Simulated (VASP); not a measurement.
NaH: single point with HSE06

The system is NaH.

```
CELL_PARAMETERS angstrom
0.00000 2.39751 2.39751
2.39751 0.00000 2.39751
2.39751 2.39751 0.00000
ATOMIC_POSITIONS crystal
Na 0.00000 0.00000 0.00000
H 0.50000 0.50000 0.50000
```

| Quantity | Value |
| --- | --- |
| Program | VASP 6.6.1 |
| Task | single point |
| Functional | HSE06 |
| Potentials or basis | VASP PAW PBE potentials, release 64 (Na_pv, H) |
| Cutoff | 520 eV |
| k mesh | 6 × 6 × 6 |
| Occupations | gaussian, width 0.01 eV |
| Spin | no spin polarisation |

| Property | Result |
| --- | --- |
| Pressure | 0.2 GPa |
| Band gap on the k mesh | 4.89 eV (least direct gap 5.81 eV) |

Levels at points of the mesh, in eV from the valence-band top:
| k point | band 2 | band 3 | band 4 | band 5 | band 6 | band 7 |
| --- | --- | --- | --- | --- | --- | --- |
| (0.00, 0.00, 0.00) | -24.30 | -24.30 | -3.98 | 12.24 | 17.23 | 17.23 |
| (0.50, 0.00, 0.00) | -24.31 | -24.31 | -0.92 | 4.89 | 12.37 | 14.99 |
| (0.50, 0.50, 0.00) | -24.34 | -24.34 | -0.14 | 5.76 | 11.40 | 12.18 |

Wall time 14 min on 1 thread of Oxide Virtual Turin-like Processor, with other jobs on the host, peak memory 0.22 GiB.

Caveat: the structure was generated, so it needn't be the stable form of NaH; the PAW data sets were made with another functional, which shifts forces and pressure a little. A k mesh can miss the band edges.
